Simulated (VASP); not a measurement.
# SnO2 in VASP: further runs

Runs on SnO2. Level: LDA. Tasks: single point.

All numbers are computed with VASP 6.6.1; they aren't measurements. Logs are shortened: lines on timing, memory, paths and dates and some standing lists are left out, and cuts for length are marked.

### 1 The cell of the first run

Symmetry: P2_12_12, No. 18, orthorhombic system. Conventional cell: a = 4.721 Å, b = 4.721 Å, c = 3.189 Å, α = 90.00°, β = 90.00°, γ = 90.00°. Within 2.7 Å of Sn (site symmetry 2) lie 6 O at 2.03 to 2.08 Å. O (site symmetry 1) has 3 Sn at 2.03 to 2.08 Å and 1 O at 2.60 Å within 2.7 Å.

### 2 Single point, LDA (mode 4 frozen in at -0.120 Å and mode 5 at -0.084 Å (largest displacements))

INCAR reads:

```
SYSTEM = SnO2
PREC     = Accurate       ! precision mode
ENCUT    = 520            ! plane-wave cutoff, eV
EDIFF    = 1E-7           ! SCF threshold, eV
ISMEAR   = 0              ! smearing method
SIGMA    = 0.05           ! smearing width, eV
LREAL    = .False.        ! projectors in reciprocal space
LASPH    = .True.         ! aspherical terms in the spheres
NELM     = 100            ! most SCF steps
ALGO     = Normal         ! electronic algorithm
ISIF     = 2              ! what is computed and relaxed
LWAVE    = .False.        ! write WAVECAR
LCHARG   = .False.        ! write CHGCAR
GGA      = CA             ! functional
NBANDS   = 35             ! bands
```

KPOINTS reads:

```
regular mesh
0
Gamma
  6 6 8
  0 0 0
```

POSCAR reads:

```
SnO2
1.0
    4.7207174017      0.0000000000      0.0000000000
    0.0000000000      4.7207174017      0.0000000000
    0.0000000000      0.0000000000      3.1887553105
Sn O
2 4
Direct
    0.0000000000      0.0000000000     -0.0263425669
    0.5000000000      0.5000000000      0.5263425669
    0.2881919057      0.3240211935      0.0153265387
    0.2118080943      0.8240211935      0.4846734613
    0.7118080943      0.6759788065      0.0153265387
    0.7881919057      0.1759788065      0.4846734613
```

Potentials or basis: VASP PAW LDA potentials, release 64 (Sn_d, O).

Command:

```
> cat potpaw_LDA.64/Sn_d/POTCAR potpaw_LDA.64/O/POTCAR > POTCAR
> mpirun -np 1 vasp_std > vasp.out
```

OUTCAR:

```text
SYSTEM = SnO2
   PREC = Accurate
   ENCUT = 520
   EDIFF = 1E-7
   ISMEAR = 0
   LREAL = .False.
   LASPH = .True.
   NELM = 100
   ISIF = 2
   GGA = CA

 ion  position               nearest neighbor table
   1  0.000  0.000  0.974-   4 2.03   6 2.03   5 2.05   3 2.05   4 2.08   6 2.08   2 3.63   2 3.63
                             2 3.63   2 3.63
   2  0.500  0.500  0.526-   3 2.03   5 2.03   4 2.05   6 2.05   3 2.08   5 2.08   1 3.63   1 3.63
                             1 3.63   1 3.63
   3  0.288  0.324  0.015-   2 2.03   1 2.05   2 2.08
   4  0.212  0.824  0.485-   1 2.03   2 2.05   1 2.08
   5  0.712  0.676  0.015-   2 2.03   1 2.05   2 2.08
   6  0.788  0.176  0.485-   1 2.03   2 2.05   1 2.08

  LATTYP: Found a simple tetragonal cell.
 ALAT       =     4.7207174017
 C/A-ratio  =     0.6754810846

  Lattice vectors:

 A1 = (   4.7207174017,   0.0000000000,   0.0000000000)
 A2 = (   0.0000000000,   4.7207174017,   0.0000000000)
 A3 = (   0.0000000000,   0.0000000000,   3.1887553105)

Analysis of symmetry for initial positions (statically):
=====================================================================
 Subroutine PRICEL returns:
 Original cell was already a primitive cell.

 Routine SETGRP: Setting up the symmetry group for a
 simple tetragonal supercell.

 Subroutine GETGRP returns: Found  4 space group operations
 (whereof  2 operations were pure point group operations)
 out of a pool of 16 trial point group operations.

The static configuration has the point symmetry C_2 .
 The point group associated with its full space group is D_2 .

Analysis of symmetry for dynamics (positions and initial velocities):
=====================================================================
 Subroutine PRICEL returns:
 Original cell was already a primitive cell.

 Routine SETGRP: Setting up the symmetry group for a
 simple tetragonal supercell.

 Subroutine GETGRP returns: Found  4 space group operations
 (whereof  2 operations were pure point group operations)
 out of a pool of 16 trial point group operations.

The dynamic configuration has the point symmetry C_2 .
 The point group associated with its full space group is D_2 .

 Subroutine INISYM returns: Found  4 space group operations
 (whereof  2 operations are pure point group operations),
 and found     1 'primitive' translations

----------------------------------------------------------------------------------------

                                     Primitive cell

  volume of cell :      71.0620

  direct lattice vectors                    reciprocal lattice vectors
     4.720717402  0.000000000  0.000000000     0.211832210  0.000000000  0.000000000
     0.000000000  4.720717402  0.000000000     0.000000000  0.211832210  0.000000000
     0.000000000  0.000000000  3.188755310     0.000000000  0.000000000  0.313601987

  length of vectors
     4.720717402  4.720717402  3.188755310     0.211832210  0.211832210  0.313601987

  position of ions in fractional coordinates (direct lattice)
     0.000000000  0.000000000  0.973657433
     0.500000000  0.500000000  0.526342567
     0.288191906  0.324021194  0.015326539
     0.211808094  0.824021194  0.484673461
     0.711808094  0.675978806  0.015326539
     0.788191906  0.175978806  0.484673461

  ion indices of the primitive-cell ions
   primitive index   ion index
                 1           1
                 2           2
                 3           3
                 4           4
                 5           5
                 6           6

----------------------------------------------------------------------------------------

 KPOINTS: regular mesh

Automatic generation of k-mesh.
 Grid dimensions read from file:
 generate k-points for:    6    6    8

 Generating k-lattice:

  Cartesian coordinates                     Fractional coordinates (reciprocal lattice)
     0.035305368  0.000000000  0.000000000     0.166666667  0.000000000  0.000000000
     0.000000000  0.035305368  0.000000000     0.000000000  0.166666667  0.000000000
     0.000000000  0.000000000  0.039200248     0.000000000  0.000000000  0.125000000

  Length of vectors
     0.035305368  0.035305368  0.039200248

  Shift w.r.t. Gamma in fractional coordinates (k-lattice)
     0.000000000  0.000000000  0.000000000

 Subroutine IBZKPT returns following result:
 ===========================================

 Found     80 irreducible k-points:

 Following reciprocal coordinates:
            Coordinates               Weight
  0.000000  0.000000  0.000000      1.000000
  0.166667  0.000000  0.000000      2.000000
  0.000000  0.166667  0.000000      2.000000
  0.333333  0.000000  0.000000      2.000000
  0.000000  0.333333  0.000000      2.000000
  0.500000  0.000000  0.000000      1.000000
[... 16 lines left out ...]
  0.000000  0.500000  0.125000      2.000000
  0.166667  0.166667  0.125000      8.000000
 [... further k-points ...]
   k-points           NKPTS =     80   k-points in BZ     NKDIM =     80   number of bands    NBANDS=     35
   number of dos      NEDOS =    301   number of ions     NIONS =      6
   total plane-waves  NPLWV =  31104
   dimension x,y,z NGX =    36 NGY =   36 NGZ =   24
   dimension x,y,z NGXF=    72 NGYF=   72 NGZF=   48
   ions per type =               2   4
   NGX,Y,Z   is equivalent  to a cutoff of  12.68, 12.68, 12.51 a.u.
   NGXF,Y,Z  is equivalent  to a cutoff of  25.36, 25.36, 25.02 a.u.
 SYSTEM =  SnO2
   PREC   = accura    normal or accurate (medium, high low for compatibility)
   ISTART =      0    job   : 0-new  1-cont  2-samecut
   ICHARG =      2    charge: 1-file 2-atom 10-const
   ISPIN  =      1    spin polarized calculation?
   LNONCOLLINEAR =      F non collinear calculations
   LSORBIT =      F    spin-orbit coupling
   LASPH  =      T    aspherical Exc in radial PAW
   ENCUT  =  520.0 eV  38.22 Ry    6.18 a.u.   8.78  8.78  5.93*2*pi/ulx,y,z
   NELM   =    100;   NELMIN=  2; NELMDL= -5     # of ELM steps
   EDIFF  = 0.1E-06   stopping-criterion for ELM
   LREAL  =      F    real-space projection
   EDIFFG = 0.1E-05   stopping-criterion for IOM
   NSW    =      0    number of steps for IOM
   IBRION =     -1    ionic relax: 0-MD 1-quasi-New 2-CG
   NFREE  =      0    steps in history (QN), initial steepest desc. (CG)
   ISIF   =      2    stress and relaxation
   ISYM   =      2    0-nonsym 1-usesym 2-fastsym
   POTIM  = 0.5000    time-step for ionic-motion
   TEBEG  =    0.0;   TEEND  =   0.0 temperature during run
   PSTRESS=    0.0 pullay stress
   NELECT =      52.0000    total number of electrons
   NUPDOWN=      -1.0000    fix difference up-down
   EMIN   =  10.00;   EMAX   =-10.00  energy-range for DOS
   EFERMI =   0.00;   METHOD = LEGACY
   ISMEAR =     0;   SIGMA  =   0.05  broadening in eV -4-tet -1-fermi 0-gaus
   EFERMI_NEDOS =   21; number of points for ismear=-14 and -15
   IALGO  =     38    algorithm
   IMIX   =      4    mixing-type and parameters
     AMIX     =   0.40;   BMIX     =  1.00
     AMIX_MAG =   1.60;   BMIX_MAG =  1.00
  volume/ion in A,a.u.               =      11.84        79.92
  Fermi-wavevector in a.u.,A,eV,Ry     =   1.475243  2.787805 29.610927  2.176342
  Thomas-Fermi vector in A             =   2.589916
   LORBIT       =      0    0 simple, 1 ext, 2 COOP (PROOUT), +10 PAW based schemes
   GGA     = CA    functional components
   LHFCALC =     F    Hartree Fock is set to
   AEXX    =    0.0000 exact exchange contribution
   IVDW    =     0    specifies the selected vdW correction
   LEPSILON=     F    determine dielectric tensor
   LRPA    =     F    only Hartree local field effects (RPA)
 non-spin polarized calculation
 Gauss-broadening in eV      SIGMA  =   0.05
  energy-cutoff  :      520.00
  volume of cell :       71.06
 maximum number of plane-waves:      1934
   NGX = 17   NGY = 17   NGZ = 11

 number of electron      51.9999991 magnetization

 Free energy of the ion-electron system (eV)
  ---------------------------------------------------
  ext. energy  EPLUGINS =         0.00000000
  ---------------------------------------------------
  free energy    TOTEN  =       -42.18915979 eV

  energy without entropy =      -42.18915979  energy(sigma->0) =      -42.18915979

 E-fermi :   6.0806     XC(G=0): -11.8454

 val. band max:        5.8705118368   @ k =   0.0000   0.0000   0.0000
 cond. band min:       7.1376865812   @ k =   0.0000   0.0000   0.0000
 fundamental gap:      1.2671747444
 Fermi energy:         6.0805718498

 k-point     1 :       0.0000    0.0000    0.0000
  band No.  band energies     occupation
      1     -15.0508      2.00000
      2     -14.2916      2.00000
      3     -14.0205      2.00000
      4     -14.0098      2.00000
      5     -14.0024      2.00000
      6     -13.9107      2.00000
[... 27 lines left out ...]
     34      18.0825      0.00000
     35      18.1451      0.00000

 k-point     2 :       0.1667    0.0000    0.0000
  band No.  band energies     occupation
      1     -15.0084      2.00000
      2     -14.3388      2.00000
      3     -14.0227      2.00000
      4     -14.0097      2.00000
      5     -14.0045      2.00000
      6     -13.9375      2.00000
[... 27 lines left out ...]
     34      18.0860      0.00000
     35      18.1130      0.00000

 k-point     3 :       0.0000    0.1667    0.0000
  band No.  band energies     occupation
      1     -15.0092      2.00000
      2     -14.3404      2.00000
      3     -14.0228      2.00000
      4     -14.0158      2.00000
      5     -13.9983      2.00000
      6     -13.9386      2.00000
[... 27 lines left out ...]
     34      17.8711      0.00000
     35      18.1194      0.00000
[... 723 lines left out ...]
 k-point    23 :       0.0000    0.5000    0.1250
  band No.  band energies     occupation
      1     -14.6677      2.00000
      2     -14.6677      2.00000
      3     -14.1468      2.00000
      4     -14.1468      2.00000
      5     -13.9433      2.00000
      6     -13.9433      2.00000
[... 27 lines left out ...]
     34      17.9495      0.00000
     35      18.4774      0.00000

 k-point    24 :       0.1667    0.1667    0.1250
  band No.  band energies     occupation
      1     -14.9100      2.00000
      2     -14.3562      2.00000
      3     -14.1542      2.00000
      4     -14.1395      2.00000
      5     -13.9838      2.00000
      6     -13.9160      2.00000
[... 27 lines left out ...]
     34      17.8730      0.00000
     35      18.1710      0.00000

 [... further k-points ...]
[... 5 lines left out ...]
  --------------------------------------------------------------------------------------
  -------------------------------------------------------------------------------------
  Total       -0.0106700      0.5166891      0.3735795      0.0000000      0.0000000      0.0000000
  in kB       -0.2405681     11.6493765      8.4227987      0.0000000      0.0000000      0.0000000
  external PRESSURE =       6.6105357 kB  Pullay stress =       0.0000000 kB

 VOLUME and BASIS-vectors are now :
 -----------------------------------------------------------------------------
  energy-cutoff  :      520.00
  volume of cell :       71.06
      direct lattice vectors                 reciprocal lattice vectors
     4.720717402  0.000000000  0.000000000     0.211832210  0.000000000  0.000000000
     0.000000000  4.720717402  0.000000000     0.000000000  0.211832210  0.000000000
     0.000000000  0.000000000  3.188755310     0.000000000  0.000000000  0.313601987

 POSITION                                       TOTAL-FORCE (eV/Angst)
 -----------------------------------------------------------------------------------
      0.00000      0.00000      3.10476         0.000000     -0.000000      0.808808
      2.36036      2.36036      1.67838         0.000000     -0.000000     -0.808808
      1.36047      1.52961      0.04887         0.007840     -0.103008     -0.049221
      0.99989      3.88997      1.54551        -0.007840     -0.103008      0.049221
      3.36024      3.19110      0.04887        -0.007840      0.103008     -0.049221
      3.72083      0.83075      1.54551         0.007840      0.103008      0.049221
 -----------------------------------------------------------------------------------
    total drift:                               -0.000001     -0.000000     -0.000000

  FREE ENERGIE OF THE ION-ELECTRON SYSTEM (eV)
  ---------------------------------------------------
  free  energy   TOTEN  =       -42.1891597913 eV

  energy  without entropy=      -42.1891597913  energy(sigma->0) =      -42.18915979
```

Run time: 65 s. Hardware: 1 thread of Intel Xeon 6975P-C (Granite Rapids), shared host; peak memory 0.25 GiB.

What came out:

| Property | Result |
| --- | --- |
| Free energy | -42.1892 eV |
| Pressure | 0.7 GPa |
| Largest force | 0.809 eV/Å |
| Band gap on the k mesh | 1.27 eV, direct |

Forces on the atoms (eV/Å):
```
Sn   0.000  0.000  0.809
Sn   0.000  0.000 -0.809
O    0.008 -0.103 -0.049
O   -0.008 -0.103  0.049
O   -0.008  0.103 -0.049
O    0.008  0.103  0.049
```

Levels at points of the mesh, in eV from the valence-band top:
```tsv
k point	band 23	band 24	band 25	band 26	band 27	band 28	band 29	band 30
(0.00, 0.00, 0.00)	-1.14	-0.71	-0.62	0.00	1.27	6.00	6.13	6.22
(0.50, 0.00, 0.00)	-1.14	-1.14	-0.43	-0.43	4.26	4.26	6.59	6.59
(0.00, 0.50, 0.00)	-1.14	-1.14	-0.64	-0.64	4.47	4.47	7.20	7.20
(0.50, 0.50, 0.00)	-1.27	-1.27	-0.80	-0.80	4.79	4.79	7.33	7.33
(0.00, 0.00, 0.50)	-1.82	-1.48	-1.13	-1.13	5.88	6.27	9.42	9.75
(0.50, 0.00, 0.50)	-0.95	-0.95	-0.74	-0.74	6.39	6.39	8.05	8.05
(0.00, 0.50, 0.50)	-1.14	-1.14	-0.56	-0.56	6.27	6.27	7.79	7.79
(0.50, 0.50, 0.50)	-0.91	-0.91	-0.72	-0.72	4.78	4.78	8.65	8.65
```

Caveat: the cell differs from its parent crystal (mode 4 frozen in at -0.120 Å and mode 5 at -0.084 Å (largest displacements)); spin-orbit coupling is left out, which moves the levels of the heavy elements.

(Part 1 of 2 ends here.)
